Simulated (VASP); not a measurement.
The system is SiGe4.

```
CELL_PARAMETERS angstrom
3.00260 0.00000 0.00000
-1.50130 2.60033 0.00000
0.00000 0.00000 23.65178
ATOMIC_POSITIONS crystal
Si 0.33333 0.66667 0.95000
Si 0.66667 0.33333 0.05000
Ge 0.33333 0.66667 0.75000
Ge 0.33333 0.66667 0.15000
Ge 0.33333 0.66667 0.35000
Ge 0.33333 0.66667 0.55000
Ge 0.66667 0.33333 0.85000
Ge 0.66667 0.33333 0.25000
Ge 0.66667 0.33333 0.45000
Ge 0.66667 0.33333 0.65000
```

| Quantity | Value |
| --- | --- |
| Program | VASP 6.6.1 |
| Task | relaxation of cell and atoms |
| Functional | PBE |
| Potentials or basis | VASP PAW PBE potentials, release 64 (Si, Ge_d) |
| Cutoff | 600 eV |
| k mesh | 6 × 6 × 1 |
| Occupations | gaussian, width 0.1 eV |
| Spin | no spin polarisation |

At the start: pressure 0.1 GPa; volume 18.47 Å³/atom.

Problem. Where does the relaxation end?

Solution. Over 28 steps the energy falls by 152.8 meV/atom and the volume is 19.93 Å³/atom (+7.9 %); space group P-3m1 (No. 164, to 0.1 Å) before and after.

The path:
```
step  energy change (eV)  largest force (eV/Å)  pressure (GPa)  volume (Å³)
   1              0.0000                0.4272            0.06       184.67
   2             -0.1750                0.5037           -0.07       184.78
   3             -0.2176                0.5072           -0.02       184.78
   4             -0.2861                0.4353            0.12       184.70
   5             -0.5574                0.3446            0.87       184.16
   6             -0.3208                0.3518            2.69       181.49
   7             -0.0455                1.3379           15.46       169.24
   8             -0.0721                1.3580           15.39       169.57
   9             -0.1231                1.4267           15.14       170.53
  10             -0.1255                1.4467           15.03       170.94
  11             -0.1827                1.4172           14.55       171.51
  12             -0.3459                1.3316           13.44       173.22
  13             -0.6373                1.1709           11.32       176.67
  14             -1.0749                0.8731            7.18       183.72
  15             -1.4340                0.4168            0.21       198.36
  16             -1.4371                0.3933            0.04       199.37
  17             -1.4364                0.3475           -0.65       201.41
  18             -1.4379                0.3762           -0.06       200.11
  19             -1.4376                0.3617           -0.50       200.76
  20             -1.4518                0.3418           -0.36       200.87
  21             -1.4853                0.2873           -0.32       201.19
  22             -1.5032                0.1813           -0.20       201.79
  23             -1.5047                0.2036           -0.31       201.68
  24             -1.5113                0.1721           -0.21       201.29
  25             -1.5248                0.0738            0.06       200.14
  26             -1.5182                0.1232            0.56       197.83
  27             -1.5277                0.0427            0.17       199.33
  28             -1.5277                0.0400            0.22       199.28
```

Final structure:
```
Si Ge
1.0
     3.78901    0.00000    0.00000
    -1.89451    3.28138    0.00000
     0.00000    0.00000   16.02818
Si Ge
2 8
Cartesian
  0.0000 2.1876 15.3826
  1.8945 1.0938 0.6455
  0.0000 2.1876 12.0444
  0.0000 2.1876 2.2355
  0.0000 2.1876 5.5566
  0.0000 2.1876 8.8531
  1.8945 1.0938 13.7927
  1.8945 1.0938 3.9838
  1.8945 1.0938 7.1751
  1.8945 1.0938 10.4716
```

Caveat: the k points lie up to 0.39 Å⁻¹ apart in the final cell, too coarse for converged energies and pressures of a metal; a cell axis changed by over 15 % at a fixed basis, so the end point is rough.
